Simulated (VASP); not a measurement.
Input of a VASP 6.6.1 run:

The input INCAR:

```
  PREC = Accurate
  ENCUT = 520
  EDIFF = 1E-7
  ISMEAR = -1
  SIGMA = 0.05
  LREAL = False
  LASPH = True
  NELM = 100
  ALGO = Fast
  ISIF = 2
  LWAVE = False
  LCHARG = False
  GGA = PE
  NBANDS = 19
```

File KPOINTS:

```
regular mesh
0
Gamma
  9 5 9
```

File POSCAR:

```
Hg
1.0
    3.4582200598      0.0000000000      0.0000000000
    0.0000000000      5.5714923747      0.0000000000
   -1.7222238714      0.0000000000      3.0639213522
Hg
2
Direct
    0.3484403100      0.7500000000      0.1957718400
    0.6515596900      0.2500000000      0.8042281600
```

Potentials or basis: VASP PAW PBE potentials, release 64 (Hg).

Command:

```sh
$ cat potpaw_PBE.64/Hg/POTCAR > POTCAR
$ mpirun -np 1 vasp_std > vasp.out
```

(1) What does it give for the band gap on the k mesh?

(2) What does it give for the pressure?

Answers

(1) zero (band 12 reaches 0.85 eV, above the bottom of band 13 at 0.58 eV).

(2) 0.6 GPa.

Caveat: spin-orbit coupling is left out, which moves the levels of the heavy elements.
